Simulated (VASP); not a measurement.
# Ga2O3 (R-3c) in VASP: single point with r2SCAN

Aim: the single point of Ga2O3 with r2SCAN.

All numbers are computed with VASP 6.6.1; they aren't measurements. Logs are shortened: lines on timing, memory, paths and dates and some standing lists are left out, and cuts for length are marked.

### 1 The cell of the first run

The structure is trigonal, space group R-3c (No. 167). Conventional cell: a = 5.058 Å, b = 5.058 Å, c = 13.623 Å, α = 90.00°, β = 90.00°, γ = 120.00°. Ga (site symmetry 3) has 6 O at 1.95 to 2.10 Å within 2.6 Å. O (site symmetry 2) has 4 Ga at 1.95 to 2.10 Å and 8 O at 2.66 to 2.88 Å within 2.9 Å.

### 2 Single point, r2SCAN

POSCAR

```
Ga2O3
1.0
    2.5287807454      1.4599922441      4.5409452415
   -2.5287807454      1.4599922441      4.5409452415
    0.0000000000     -2.9199844882      4.5409452415
Ga O
4 6
Direct
    0.3558404579      0.3558404579      0.3558404579
    0.1441595421      0.1441595421      0.1441595421
    0.6441595421      0.6441595421      0.6441595421
    0.8558404579      0.8558404579      0.8558404579
    0.5531316574      0.9468683426      0.2500000000
    0.2500000000      0.5531316574      0.9468683426
    0.9468683426      0.2500000000      0.5531316574
    0.4468683426      0.0531316574      0.7500000000
    0.7500000000      0.4468683426      0.0531316574
    0.0531316574      0.7500000000      0.4468683426
```

INCAR.step1

```
SYSTEM = Ga2O3
ALGO     = Normal         ! electronic algorithm
EDIFF    = 1E-4           ! SCF threshold, eV
ENCUT    = 520            ! plane-wave cutoff, eV
GGA      = PE             ! functional
ISMEAR   = 0              ! smearing method
LASPH    = .TRUE.         ! aspherical terms in the spheres
LCHARG   = .FALSE.        ! write CHGCAR
LREAL    = .FALSE.        ! projectors in reciprocal space
LWAVE    = .TRUE.         ! write WAVECAR
NBANDS   = 55             ! bands
NELM     = 100            ! most SCF steps
PREC     = Accurate       ! precision mode
SIGMA    = 0.02           ! smearing width, eV
```

INCAR.step2

```
SYSTEM = Ga2O3
ALGO     = Normal         ! electronic algorithm
EDIFF    = 1E-7           ! SCF threshold, eV
ENCUT    = 520            ! plane-wave cutoff, eV
ISIF     = 2              ! what is computed and relaxed
ISMEAR   = 0              ! smearing method
ISTART   = 1            
LASPH    = .TRUE.         ! aspherical terms in the spheres
LCHARG   = .FALSE.        ! write CHGCAR
LMIXTAU  = .TRUE.       
LREAL    = .FALSE.        ! projectors in reciprocal space
LWAVE    = .FALSE.        ! write WAVECAR
METAGGA  = R2SCAN         ! meta-GGA
NBANDS   = 55             ! bands
NELM     = 100            ! most SCF steps
PREC     = Accurate       ! precision mode
SIGMA    = 0.02           ! smearing width, eV
```

KPOINTS

```
k-points
0
G
  9 9 9
  0 0 0
```

Potentials or basis: VASP PAW PBE potentials, release 64 (Ga_d, O).

Started as:

```
$ cat potpaw_PBE.64/Ga_d/POTCAR potpaw_PBE.64/O/POTCAR > POTCAR
$ cp INCAR.step1 INCAR
$ mpirun -np 1 vasp_std > vasp.out
$ cp INCAR.step2 INCAR
$ mpirun -np 1 vasp_std > vasp.out
```

OUTCAR:

```text
SYSTEM = Ga2O3
   EDIFF = 1E-7
   ENCUT = 520
   ISIF = 2
   ISMEAR = 0
   ISTART = 1
   LASPH = .TRUE.
   LREAL = .FALSE.
   METAGGA = R2SCAN
   NELM = 100
   PREC = Accurate

 ion  position               nearest neighbor table
   1  0.356  0.356  0.356-  10 1.95   8 1.95   9 1.95   5 2.10   6 2.10   7 2.10   2 2.88
   2  0.144  0.144  0.144-   9 1.95   8 1.95  10 1.95   5 2.10   7 2.10   6 2.10   1 2.88
   3  0.644  0.644  0.644-   7 1.95   5 1.95   6 1.95   8 2.10   9 2.10  10 2.10   4 2.88
   4  0.856  0.856  0.856-   6 1.95   5 1.95   7 1.95   8 2.10  10 2.10   9 2.10   3 2.88
   5  0.553  0.947  0.250-   3 1.95   4 1.95   1 2.10   2 2.10
   6  0.250  0.553  0.947-   4 1.95   3 1.95   1 2.10   2 2.10
   7  0.947  0.250  0.553-   3 1.95   4 1.95   2 2.10   1 2.10
   8  0.447  0.053  0.750-   1 1.95   2 1.95   3 2.10   4 2.10
   9  0.750  0.447  0.053-   2 1.95   1 1.95   3 2.10   4 2.10
  10  0.053  0.750  0.447-   1 1.95   2 1.95   4 2.10   3 2.10

  LATTYP: Found a trigonal (rhomboedric) cell.
 ALAT       =     5.3987492160
 COS(alpha) =     0.5612005851

  Lattice vectors:

 A1 = (   2.5287807454,   1.4599922441,   4.5409452415)
 A2 = (  -2.5287807454,   1.4599922441,   4.5409452415)
 A3 = (   0.0000000000,  -2.9199844882,   4.5409452415)

Analysis of symmetry for initial positions (statically):
=====================================================================
 Subroutine PRICEL returns:
 Original cell was already a primitive cell.

 Routine SETGRP: Setting up the symmetry group for a
 trigonal (rhombohedral) supercell.

 Subroutine GETGRP returns: Found 12 space group operations
 (whereof  6 operations were pure point group operations)
 out of a pool of 12 trial point group operations.

The static configuration has the point symmetry S_6 .
 The point group associated with its full space group is D_3d.

Analysis of symmetry for dynamics (positions and initial velocities):
=====================================================================
 Subroutine PRICEL returns:
 Original cell was already a primitive cell.

 Routine SETGRP: Setting up the symmetry group for a
 trigonal (rhombohedral) supercell.

 Subroutine GETGRP returns: Found 12 space group operations
 (whereof  6 operations were pure point group operations)
 out of a pool of 12 trial point group operations.

The dynamic configuration has the point symmetry S_6 .
 The point group associated with its full space group is D_3d.

 Subroutine INISYM returns: Found 12 space group operations
 (whereof  6 operations are pure point group operations),
 and found     1 'primitive' translations

----------------------------------------------------------------------------------------

                                     Primitive cell

  volume of cell :     100.5910

  direct lattice vectors                    reciprocal lattice vectors
     2.528780745  1.459992244  4.540945242     0.197723745  0.114155858  0.073406156
    -2.528780745  1.459992244  4.540945242    -0.197723745  0.114155858  0.073406156
     0.000000000 -2.919984488  4.540945242     0.000000000 -0.228311715  0.073406156

  length of vectors
     5.398749216  5.398749216  5.398749216     0.239822232  0.239822232  0.239822232

  position of ions in fractional coordinates (direct lattice)
     0.355840458  0.355840458  0.355840458
     0.144159542  0.144159542  0.144159542
     0.644159542  0.644159542  0.644159542
     0.855840458  0.855840458  0.855840458
     0.553131657  0.946868343  0.250000000
     0.250000000  0.553131657  0.946868343
     0.946868343  0.250000000  0.553131657
     0.446868343  0.053131657  0.750000000
     0.750000000  0.446868343  0.053131657
     0.053131657  0.750000000  0.446868343

  ion indices of the primitive-cell ions
   primitive index   ion index
                 1           1
                 2           2
                 3           3
                 4           4
                 5           5
                 6           6
                 7           7
                 8           8
                 9           9
                10          10

----------------------------------------------------------------------------------------

 KPOINTS: k-points

Automatic generation of k-mesh.
 Grid dimensions read from file:
 generate k-points for:    9    9    9

 Generating k-lattice:

  Cartesian coordinates                     Fractional coordinates (reciprocal lattice)
     0.021969305  0.012683984  0.008156240     0.111111111  0.000000000  0.000000000
    -0.021969305  0.012683984  0.008156240     0.000000000  0.111111111  0.000000000
     0.000000000 -0.025367968  0.008156240     0.000000000  0.000000000  0.111111111

  Length of vectors
     0.026646915  0.026646915  0.026646915

  Shift w.r.t. Gamma in fractional coordinates (k-lattice)
     0.000000000  0.000000000  0.000000000

 Subroutine IBZKPT returns following result:
 ===========================================

 Found     85 irreducible k-points:

 Following reciprocal coordinates:
            Coordinates               Weight
  0.000000  0.000000  0.000000      1.000000
  0.111111  0.000000  0.000000      6.000000
  0.222222 -0.000000 -0.000000      6.000000
  0.333333  0.000000 -0.000000      6.000000
  0.444444 -0.000000 -0.000000      6.000000
  0.111111  0.111111  0.000000      6.000000
[... 16 lines left out ...]
 -0.333333  0.333333  0.000000      6.000000
  0.444444  0.444444  0.000000      6.000000
 [... further k-points ...]
   k-points           NKPTS =     85   k-points in BZ     NKDIM =     85   number of bands    NBANDS=     55
   number of dos      NEDOS =    301   number of ions     NIONS =     10
   total plane-waves  NPLWV =  64000
   dimension x,y,z NGX =    40 NGY =   40 NGZ =   40
   dimension x,y,z NGXF=    80 NGYF=   80 NGZF=   80
   ions per type =               4   6
   NGX,Y,Z   is equivalent  to a cutoff of  12.32, 12.32, 12.32 a.u.
   NGXF,Y,Z  is equivalent  to a cutoff of  24.63, 24.63, 24.63 a.u.
 SYSTEM =  Ga2O3
   PREC   = accura    normal or accurate (medium, high low for compatibility)
   ISTART =      1    job   : 0-new  1-cont  2-samecut
   ICHARG =      0    charge: 1-file 2-atom 10-const
   ISPIN  =      1    spin polarized calculation?
   LNONCOLLINEAR =      F non collinear calculations
   LSORBIT =      F    spin-orbit coupling
   LASPH  =      T    aspherical Exc in radial PAW
   ENCUT  =  520.0 eV  38.22 Ry    6.18 a.u.  10.04 10.04 10.04*2*pi/ulx,y,z
   NELM   =    100;   NELMIN=  2; NELMDL=  0     # of ELM steps
   EDIFF  = 0.1E-06   stopping-criterion for ELM
   LREAL  =      F    real-space projection
   EDIFFG = 0.1E-05   stopping-criterion for IOM
   NSW    =      0    number of steps for IOM
   IBRION =     -1    ionic relax: 0-MD 1-quasi-New 2-CG
   NFREE  =      0    steps in history (QN), initial steepest desc. (CG)
   ISIF   =      2    stress and relaxation
   ISYM   =      2    0-nonsym 1-usesym 2-fastsym
   POTIM  = 0.5000    time-step for ionic-motion
   TEBEG  =    0.0;   TEEND  =   0.0 temperature during run
   PSTRESS=    0.0 pullay stress
   NELECT =      88.0000    total number of electrons
   NUPDOWN=      -1.0000    fix difference up-down
   EMIN   =  10.00;   EMAX   =-10.00  energy-range for DOS
   EFERMI =   0.00;   METHOD = LEGACY
   ISMEAR =     0;   SIGMA  =   0.02  broadening in eV -4-tet -1-fermi 0-gaus
   EFERMI_NEDOS =   21; number of points for ismear=-14 and -15
   IALGO  =     38    algorithm
   IMIX   =      4    mixing-type and parameters
     AMIX     =   0.40;   BMIX     =  1.00
     AMIX_MAG =   1.60;   BMIX_MAG =  1.00
  volume/ion in A,a.u.               =      10.06        67.88
  Fermi-wavevector in a.u.,A,eV,Ry     =   1.565727  2.958795 33.354686  2.451500
  Thomas-Fermi vector in A             =   2.668160
   LORBIT       =      0    0 simple, 1 ext, 2 COOP (PROOUT), +10 PAW based schemes
   METAGGA = R2SCAN    functional components
   LHFCALC =     F    Hartree Fock is set to
   AEXX    =    0.0000 exact exchange contribution
   IVDW    =     0    specifies the selected vdW correction
   LEPSILON=     F    determine dielectric tensor
   LRPA    =     F    only Hartree local field effects (RPA)
 non-spin polarized calculation
 Gauss-broadening in eV      SIGMA  =   0.02
  energy-cutoff  :      520.00
  volume of cell :      100.59
 maximum number of plane-waves:      2731
   NGX = 21   NGY = 21   NGZ = 21

 number of electron      88.0000003 magnetization

 Free energy of the ion-electron system (eV)
  ---------------------------------------------------
  ext. energy  EPLUGINS =         0.00000000
  ---------------------------------------------------
  free energy    TOTEN  =      -102.25264714 eV

  energy without entropy =     -102.25264714  energy(sigma->0) =     -102.25264714

 E-fermi :   3.8373     XC(G=0): -12.8960

 val. band max:        3.6716147688   @ k =  -0.2222   0.1111   0.0000
 cond. band min:       6.7565282692   @ k =   0.0000   0.0000   0.0000
 fundamental gap:      3.0849135004
 Fermi energy:         3.8373097130

 k-point     1 :       0.0000    0.0000    0.0000
  band No.  band energies     occupation
      1     -15.9081      2.00000
      2     -14.0786      2.00000
      3     -14.0716      2.00000
      4     -14.0716      2.00000
      5     -14.0516      2.00000
      6     -14.0516      2.00000
[... 47 lines left out ...]
     54      15.4702      0.00000
     55      16.5783      0.00000

 k-point     2 :       0.1111    0.0000    0.0000
  band No.  band energies     occupation
      1     -15.8562      2.00000
      2     -14.1458      2.00000
      3     -14.0805      2.00000
      4     -14.0790      2.00000
      5     -14.0504      2.00000
      6     -14.0416      2.00000
[... 47 lines left out ...]
     54      15.9071      0.00000
     55      16.4915      0.00000
[... 1216 lines left out ...]
     54      16.4462      0.00000
     55      16.5888      0.00000

 k-point    24 :       0.4444    0.4444    0.0000
  band No.  band energies     occupation
      1     -15.1253      2.00000
      2     -14.4285      2.00000
      3     -14.4227      2.00000
      4     -14.2575      2.00000
      5     -14.1522      2.00000
      6     -14.0459      2.00000
[... 47 lines left out ...]
     54      16.1047      0.00000
     55      16.4552      0.00000

 [... further k-points ...]

------------------------ aborting loop because EDIFF is reached ----------------------------------------

  FORCE on cell =-STRESS in cart. coord.  units (eV):
  Direction    XX          YY          ZZ          XY          YZ          ZX
  --------------------------------------------------------------------------------------
  -------------------------------------------------------------------------------------
  Total       -4.8824850     -4.8824850     -4.5106946     -0.0000000     -0.0000000      0.0000000
  in kB      -77.7664478    -77.7664478    -71.8447052     -0.0000000     -0.0000000      0.0000000
  external PRESSURE =     -75.7925336 kB  Pullay stress =       0.0000000 kB

 VOLUME and BASIS-vectors are now :
 -----------------------------------------------------------------------------
  energy-cutoff  :      520.00
  volume of cell :      100.59
      direct lattice vectors                 reciprocal lattice vectors
     2.528780745  1.459992244  4.540945242     0.197723745  0.114155858  0.073406156
    -2.528780745  1.459992244  4.540945242    -0.197723745  0.114155858  0.073406156
     0.000000000 -2.919984488  4.540945242     0.000000000 -0.228311715  0.073406156

 POSITION                                       TOTAL-FORCE (eV/Angst)
 -----------------------------------------------------------------------------------
      0.00000      0.00000      4.84756        -0.000000     -0.000000     -0.084868
      0.00000      0.00000      1.96386        -0.000000     -0.000000      0.084868
      0.00000      0.00000      8.77528        -0.000000      0.000000      0.084868
      0.00000      0.00000     11.65897        -0.000000     -0.000000     -0.084868
     -0.99567      1.45999      7.94665        -0.006739     -0.000000     -0.000000
     -0.76655     -1.59227      7.94665         0.003369     -0.005836      0.000000
      1.76223      0.13228      7.94665         0.003369      0.005836      0.000000
      0.99567     -1.45999      5.67618         0.006739     -0.000000     -0.000000
      0.76655      1.59227      5.67618        -0.003369      0.005836      0.000000
     -1.76223     -0.13228      5.67618        -0.003369     -0.005836      0.000000
 -----------------------------------------------------------------------------------
    total drift:                               -0.000000     -0.000000     -0.000000

  FREE ENERGIE OF THE ION-ELECTRON SYSTEM (eV)
  ---------------------------------------------------
  free  energy   TOTEN  =      -102.2526471376 eV

  energy  without entropy=     -102.2526471376  energy(sigma->0) =     -102.25264714
```

It took 58 min on 1 thread of Oxide Virtual Turin-like, shared host; peak memory 0.45 GiB.

What came out:

| Item | Value |
| --- | --- |
| Free energy | -102.2526 eV |
| Pressure | -7.6 GPa |
| Largest force | 0.085 eV/Å |
| Band gap on the k mesh | 3.08 eV (least direct gap 3.31 eV) |

Forces on the atoms (eV/Å):
```
Ga   0.000  0.000 -0.085
Ga   0.000  0.000  0.085
Ga   0.000  0.000  0.085
Ga   0.000  0.000 -0.085
O   -0.007  0.000  0.000
O    0.003 -0.006  0.000
O    0.003  0.006  0.000
O    0.007  0.000  0.000
O   -0.003  0.006  0.000
O   -0.003 -0.006  0.000
```

Levels at points of the mesh, in eV from the valence-band top:
| k point | band 40 | band 41 | band 42 | band 43 | band 44 | band 45 | band 46 | band 47 | band 48 | band 49 |
| --- | --- | --- | --- | --- | --- | --- | --- | --- | --- | --- |
| (0.00, 0.00, 0.00) | -0.30 | -0.30 | -0.28 | -0.22 | -0.22 | 3.08 | 7.09 | 7.33 | 9.32 | 10.78 |

Caveat: the cell stands under tension; the PAW data sets were made with another functional, which shifts forces and pressure a little.
